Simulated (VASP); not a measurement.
Crystal: InB2As3.

```
CELL_PARAMETERS angstrom
2.03443 -6.83303 0.00000
2.03443 6.83303 0.00000
0.00000 0.00000 4.21039
ATOMIC_POSITIONS crystal
In 0.00000 0.00000 0.00000
B 0.12500 0.87500 0.50000
B 0.87500 0.12500 0.50000
As 0.50000 0.50000 0.50000
As 0.31500 0.68500 0.00000
As 0.68500 0.31500 0.00000
```

The cell was built from a structure type or drawn by symmetry, and may not be a known phase.

```yaml
Program: VASP 6.6.1
Task: relaxation of cell and atoms
Functional: PBE
Potentials_or_basis: VASP PAW PBE potentials, release 64 (In_d, B, As)
Cutoff: 600 eV
k_mesh: 4 × 4 × 4
Occupations: gaussian, width 0.1 eV
Spin: no spin polarisation
```

At the start: pressure -6.0 GPa; volume 19.51 Å³/atom.

Problem. How do energy, volume and symmetry change on relaxing?

Solution. Over 70 steps the energy falls by 173.2 meV/atom and the volume is 23.04 Å³/atom (+18.1 %); space group Cmmm (No. 65, to 0.1 Å) before and after.

Step by step:
```tsv
step	energy change (eV)	largest force (eV/Å)	pressure (GPa)	volume (Å³)
1	0.0000	0.7332	-6.04	117.06
3	-0.3227	0.2098	0.58	104.80
5	-0.3620	0.2566	0.34	105.60
7	-0.3783	0.2697	-0.22	106.67
9	-0.3956	0.2057	-0.67	107.81
11	-0.4338	0.0551	2.55	106.11
13	-0.4376	0.0892	1.92	106.42
15	-0.4538	0.0413	2.31	106.80
17	-0.4793	0.0407	2.52	108.37
19	-0.5000	0.4154	0.05	117.88
21	-0.5701	0.1411	0.49	114.57
23	-0.6311	0.2154	-0.90	118.32
25	-0.6423	0.1546	-0.37	117.56
27	-0.6467	0.1513	0.35	116.43
29	-0.6492	0.0484	0.06	116.78
31	-0.6517	0.0558	0.07	117.38
33	-0.6740	0.2424	0.22	120.04
35	-0.6754	0.3578	0.21	121.42
37	-0.6758	0.3346	0.20	121.14
39	-0.6764	0.3424	0.20	121.30
41	-0.6785	0.3737	0.18	121.94
43	-0.6823	0.4061	0.16	122.91
45	-0.7054	0.3272	0.10	124.06
47	-0.8082	0.0666	-0.14	128.51
49	-0.9024	0.2993	0.02	135.65
51	-0.9313	0.3544	0.69	136.78
53	-0.9490	0.4920	1.36	137.92
55	-0.9642	0.6921	1.24	140.72
57	-0.9959	0.3460	-0.62	144.07
59	-1.0221	0.0658	-0.16	143.43
61	-1.0257	0.0588	-0.22	143.05
63	-1.0306	0.1359	-0.91	139.84
65	-1.0371	0.0656	-0.42	140.33
67	-1.0388	0.0807	-0.03	138.88
69	-1.0391	0.0575	-0.02	138.66
70	-1.0395	0.0085	-0.04	138.24
```

Final structure:
```
In B As
1.0
     1.86173   -6.44015    0.00000
     1.86173    6.44015    0.00000
     0.00000    0.00000    5.76488
In B As
1 2 3
Direct
  0.00000 0.00000 0.00000
  0.07522 0.92478 0.50000
  0.92478 0.07522 0.50000
  0.50000 0.50000 0.50000
  0.30853 0.69147 0.00000
  0.69147 0.30853 0.00000
```

Caveat: the k points lie up to 0.44 Å⁻¹ apart in the final cell, too coarse for converged energies and pressures of a metal; the volume moved by over 15 % at a fixed basis, so the end points are rough.
